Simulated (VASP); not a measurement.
Cs2ZnAs2, 5 atoms in the cell. The structure is trigonal, space group P-3m1 (No. 164). The conventional cell has a = 4.712 Å, b = 4.712 Å, c = 11.369 Å, α = 90.00°, β = 90.00°, γ = 120.00°. Cs (site symmetry 3m) has 4 As at 3.58 to 3.78 Å and 3 Zn at 4.12 Å and 6 Cs at 4.71 Å within 4.8 Å. Zn (site symmetry -3m) has 6 As at 2.76 Å within 3.6 Å. As (site symmetry 3m) has 3 Zn at 2.76 Å and 3 As at 2.88 Å and 1 Cs at 3.58 Å within 3.6 Å. 

```yaml
Program: VASP 6.6.1
Task: single point
Functional: PBE
Potentials_or_basis: VASP PAW PBE potentials, release 64 (Cs_sv, Zn, As)
Cutoff: 520 eV
k_mesh: 6 × 6 × 2
Occupations: gaussian, width 0.1 eV
Spin: no spin polarisation
Dipole_correction: no
Further_INCAR_settings: ALGO = Normal; EDIFF = 1e-06; NBANDS = 28
```

Potentials or basis: VASP PAW PBE potentials, release 64 (Cs_sv, Zn, As).

Command:

```sh
$ cat potpaw_PBE.64/Cs_sv/POTCAR potpaw_PBE.64/Zn/POTCAR potpaw_PBE.64/As/POTCAR > POTCAR
$ mpirun -np 1 vasp_std > vasp.out
```

Hardware: 1 thread of Intel(R) Xeon(R) Platinum 8259CL CPU @ 2.50GHz (Skylake/Cascade Lake), with other jobs on the host.

Q: How long does it take, and how much memory?

A: Wall time 79 s on 1 thread of Intel(R) Xeon(R) Platinum 8259CL CPU @ 2.50GHz (Skylake/Cascade Lake), with other jobs on the host, peak memory 0.38 GiB. Counts: scf iterations 15, k points 14.
